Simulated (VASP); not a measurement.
# AlAs (F-43m) in VASP: notebook, part 3 of 3

VASP 6.6.1. Earlier steps stand in the parts before.

## Step 5: Single point, HSE06

File POSCAR:

```
AlAs
1.0
    0.0000000000      2.8389251760      2.8389251760
    2.8389251760      0.0000000000      2.8389251760
    2.8389251760      2.8389251760      0.0000000000
Al As
1 1
Direct
    0.0000000000      0.0000000000      0.0000000000
    0.2500000000      0.2500000000      0.2500000000
```

File INCAR.step1:

```
  ALGO = Normal
  EDIFF = 1E-5
  ENCUT = 400
  GGA = PE
  GGA_COMPAT = F
  ISIF = 2
  ISMEAR = 0
  LASPH = T
  LCHARG = F
  LREAL = F
  LWAVE = T
  NBANDS = 11
  NELM = 120
  PREC = Accurate
  SIGMA = 0.01
```

File INCAR.step2:

```
  ALGO = Normal
  EDIFF = 1E-6
  ENCUT = 400
  GGA = PE
  GGA_COMPAT = F
  HFSCREEN = 0.2079
  ISIF = 2
  ISMEAR = 0
  ISTART = 1
  LASPH = T
  LCHARG = F
  LHFCALC = T
  LREAL = F
  LWAVE = F
  NBANDS = 11
  NELM = 120
  PREC = Accurate
  PRECFOCK = Normal
  SIGMA = 0.01
```

File KPOINTS:

```
k-points
0
Gamma
  4 4 4
```

Potentials or basis: VASP PAW PBE potentials, release 64 (Al, As).

Run with:

```console
$ cat potpaw_PBE.64/Al/POTCAR potpaw_PBE.64/As/POTCAR > POTCAR
$ cp INCAR.step1 INCAR
$ mpirun -np 1 vasp_std > vasp.out
$ cp INCAR.step2 INCAR
$ mpirun -np 1 vasp_std > vasp.out
```

OUTCAR:

```text
EDIFF = 1E-6
   ENCUT = 400
   GGA = PE
   HFSCREEN = 0.2079
   ISIF = 2
   ISMEAR = 0
   ISTART = 1
   LASPH = T
   LHFCALC = T
   LREAL = F
   NELM = 120
   PREC = Accurate
   PRECFOCK = Normal

 ion  position               nearest neighbor table
   1  0.000  0.000  0.000-   2 2.46   2 2.46   2 2.46   2 2.46
   2  0.250  0.250  0.250-   1 2.46   1 2.46   1 2.46   1 2.46

  LATTYP: Found a face centered cubic cell.
 ALAT       =     5.6778503520

  Lattice vectors:

 A1 = (   0.0000000000,   2.8389251760,   2.8389251760)
 A2 = (   2.8389251760,   0.0000000000,   2.8389251760)
 A3 = (   2.8389251760,   2.8389251760,   0.0000000000)

Analysis of symmetry for initial positions (statically):
=====================================================================
 Subroutine PRICEL returns:
 Original cell was already a primitive cell.

 Routine SETGRP: Setting up the symmetry group for a
 face centered cubic supercell.

 Subroutine GETGRP returns: Found 24 space group operations
 (whereof 24 operations were pure point group operations)
 out of a pool of 48 trial point group operations.

The static configuration has the point symmetry T_d .

Analysis of symmetry for dynamics (positions and initial velocities):
=====================================================================
 Subroutine PRICEL returns:
 Original cell was already a primitive cell.

 Routine SETGRP: Setting up the symmetry group for a
 face centered cubic supercell.

 Subroutine GETGRP returns: Found 24 space group operations
 (whereof 24 operations were pure point group operations)
 out of a pool of 48 trial point group operations.

The dynamic configuration has the point symmetry T_d .

 Subroutine INISYM returns: Found 24 space group operations
 (whereof 24 operations are pure point group operations),
 and found     1 'primitive' translations

----------------------------------------------------------------------------------------

[... 110 lines left out ...]
   ENCUTFOCK=  -1.0 apply spherical cutoff to Coloumb kernel
   IVDW    =     0    specifies the selected vdW correction
   LEPSILON=     F    determine dielectric tensor
   LRPA    =     F    only Hartree local field effects (RPA)
 non-spin polarized calculation
 Gauss-broadening in eV      SIGMA  =   0.01
  energy-cutoff  :      400.00
  volume of cell :       45.76
 maximum number of plane-waves:       869
 NGX is ok and might be reduce to    28
  NGX = 20; NGY = 20; NGZ = 20

 number of electron       7.9999999 magnetization

 Free energy of the ion-electron system (eV)
  ---------------------------------------------------
  ext. energy  EPLUGINS =         0.00000000
  ---------------------------------------------------
  free energy    TOTEN  =       -10.87198759 eV

  energy without entropy =      -10.87198759  energy(sigma->0) =      -10.87198759

 E-fermi :   3.4255     XC(G=0):  -7.5105

 val. band max:        3.3665602149   @ k =   0.0000   0.0000   0.0000
 cond. band min:       5.4809085905   @ k =   0.5000   0.5000   0.0000
 fundamental gap:      2.1143483756
 Fermi energy:         3.4255496192

 k-point     1 :       0.0000    0.0000    0.0000
  band No.  band energies     occupation
      1      -9.6389      2.00000
      2       3.3666      2.00000
      3       3.3666      2.00000
      4       3.3666      2.00000
      5       6.2551      0.00000
      6       8.4990      0.00000
      7       8.4990      0.00000
      8       8.4990      0.00000
      9      13.2111      0.00000
     10      13.4337      0.00000
     11      13.4337      0.00000
[... 85 lines left out ...]
 k-point     8 :      -0.2500    0.5000    0.2500
  band No.  band energies     occupation
      1      -7.4013      2.00000
      2      -2.1935      2.00000
      3      -0.0367      2.00000
      4       0.3639      2.00000
      5       8.4720      0.00000
      6       9.9598      0.00000
      7      10.0502      0.00000
      8      10.2837      0.00000
      9      15.2183      0.00000
     10      16.8860      0.00000
     11      17.2198      0.00000

------------------------ aborting loop because EDIFF is reached ----------------------------------------

  FORCE on cell =-STRESS in cart. coord.  units (eV):
  Direction    XX          YY          ZZ          XY          YZ          ZX
  --------------------------------------------------------------------------------------
  -------------------------------------------------------------------------------------
  Total        0.0597094      0.0597094      0.0597094      0.0000000     -0.0000000      0.0000000
  in kB        2.0905551      2.0905551      2.0905551      0.0000000     -0.0000000      0.0000000
  external PRESSURE =       2.0905551 kB  Pullay stress =       0.0000000 kB

 VOLUME and BASIS-vectors are now :
 -----------------------------------------------------------------------------
  energy-cutoff  :      400.00
  volume of cell :       45.76
      direct lattice vectors                 reciprocal lattice vectors
     0.000000000  2.838925176  2.838925176    -0.176122993  0.176122993  0.176122993
     2.838925176  0.000000000  2.838925176     0.176122993 -0.176122993  0.176122993
     2.838925176  2.838925176  0.000000000     0.176122993  0.176122993 -0.176122993

 POSITION                                       TOTAL-FORCE (eV/Angst)
 -----------------------------------------------------------------------------------
      0.00000      0.00000      0.00000        -0.000000     -0.000000     -0.000000
      1.41946      1.41946      1.41946         0.000000      0.000000      0.000000
 -----------------------------------------------------------------------------------
    total drift:                                0.000004      0.000001      0.000001

  FREE ENERGIE OF THE ION-ELECTRON SYSTEM (eV)
  ---------------------------------------------------
  free  energy   TOTEN  =       -10.8719875907 eV

  energy  without entropy=      -10.8719875907  energy(sigma->0) =      -10.87198759
```

OUTCAR.step1:

```text
EDIFF = 1E-5
   ENCUT = 400
   GGA = PE
   ISIF = 2
   ISMEAR = 0
[... 315 lines left out ...]
 -----------------------------------------------------------------------------------
      0.00000      0.00000      0.00000         0.000000      0.000000      0.000000
      1.41946      1.41946      1.41946        -0.000000     -0.000000     -0.000000
 -----------------------------------------------------------------------------------
    total drift:                                0.000000      0.000000      0.000000

  FREE ENERGIE OF THE ION-ELECTRON SYSTEM (eV)
  ---------------------------------------------------
  free  energy   TOTEN  =        -9.2641925810 eV

  energy  without entropy=       -9.2641925810  energy(sigma->0) =       -9.26419258
```

Wall time 79 s (1 thread of Intel Xeon Platinum 8488C (Sapphire Rapids), shared host); peak memory 0.25 GiB.

Results:

- Free energy: -10.8720 eV
- Pressure: 0.2 GPa
- Band gap on the k mesh: 2.11 eV (least direct gap 2.89 eV)

Levels at points of the mesh, in eV from the valence-band top:
```tsv
k point	band 2	band 3	band 4	band 5	band 6	band 7
(0.00, 0.00, 0.00)	0.00	0.00	0.00	2.89	5.13	5.13
(0.50, 0.00, 0.00)	-6.07	-0.89	-0.89	2.90	5.54	5.54
(0.50, 0.50, 0.00)	-5.93	-2.35	-2.35	2.11	3.00	11.58
```

Caveat: the k points lie up to 0.48 Å⁻¹ apart; the PAW data sets were made with another functional, which shifts forces and pressure a little.

## Step 6: Summary

| level | k mesh | cutoff (eV) | grid for exact exchange (PRECFOCK) | share of exact exchange | screening parameter | gap on the mesh (eV) | pressure (GPa) |
| --- | --- | --- | --- | --- | --- | --- | --- |
| PBEsol | 6 × 6 × 6 | 500 | - | - | - | 1.33 | 0.2 |
| PBE-based screened hybrid with 75 % exact exchange | 4 × 4 × 4 | 400 | Normal | 0.75 | 0.1 1/Å | 4.63 | -4.5 |
| PBE-based global hybrid with 75 % exact exchange | 4 × 4 × 4 | 400 | Normal | 0.75 | - | 5.82 | -4.2 |
| HSE06 | 4 × 4 × 4 | 400 | Normal | 0.25 | 0.2079 1/Å | 2.11 | 0.2 |

Alike in all rows: task single point; potentials or basis VASP PAW PBE potentials, release 64 (Al, As); no spin polarisation; cell as given; smearing gaussian 0.01 eV.

Caveats: some runs use coarse meshes; the PAW data sets were made with another functional, which shifts forces and pressure a little.

Total energies depend on the potentials used, so only differences within one code and one set of settings carry meaning.
